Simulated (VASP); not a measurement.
Wanted: the native input for a VASP 6.6.1 run.

- Task: single point
- Functional: PBEsol
- Potentials or basis: VASP PAW PBE potentials, release 64 (Fe, Ge_d)
- Cutoff: 520 eV
- k mesh: 8 × 8 × 6
- Occupations: gaussian, width 0.1 eV
- Spin: collinear spin, ferromagnetic start
- Starting moments: [2.4, 2.4, 2.4, 2.4, 0.0, 0.0] μB
- Dipole correction: no
- Further INCAR settings: ALGO = Normal; EDIFF = 1e-07; NBANDS = 43

The structure of Fe2Ge lies in POSCAR:

```
Fe2Ge
1.0
    4.2402649744      0.0000000000      0.0000000000
   -2.1201273573      3.6721767654      0.0000000000
    0.0000000000      0.0000000000      5.1389052138
Fe Ge
4 2
Direct
    0.0000000000      0.0000000000      0.0000000000
    0.0000000000      0.0000000000      0.5000000000
    0.6666666667      0.3333333333      0.7500000000
    0.3333333333      0.6666666667      0.2500000000
    0.6666666667      0.3333333333      0.2500000000
    0.3333333333      0.6666666667      0.7500000000
```

The input as run:

INCAR

```
PREC = Accurate ; ENCUT = 520
EDIFF = 1E-7 ; ISMEAR = 0
SIGMA = 0.1 ; LREAL = False
LASPH = True ; NELM = 150
ALGO = Normal ; ISIF = 2
LWAVE = False ; LCHARG = True
ISPIN = 2 ; MAGMOM = 2.4 2.4 2.4 2.4 0 0
LORBIT = 11 ; LMAXMIX = 4
GGA = PS ; LELF = True
LVHAR = True ; NBANDS = 43
```

KPOINTS

```
Automatic mesh
0
Gamma
  8 8 6
```

Potentials or basis: VASP PAW PBE potentials, release 64 (Fe, Ge_d).

Launch:

```sh
$ cat potpaw_PBE.64/Fe/POTCAR potpaw_PBE.64/Ge_d/POTCAR > POTCAR
$ mpirun -np 1 vasp_std > vasp.out
```

It gave:

* Pressure: -16.8 GPa
* Net moment: 8.68 μB per cell
* Site moments: Fe +2.56, +1.88 (each value once); Ge -0.09 μB
* Valence electrons inside the program's atomic spheres: Fe 6.99, 7.21 (each value once); Ge 12.41

Caveat: the cell stands under tension; the PAW data sets were made with another functional, which shifts forces and pressure a little.

Run time: 2.1 min on 1 thread of Intel(R) Xeon(R) 6975P-C (Granite Rapids), on a shared host, peak memory 0.35 GiB.
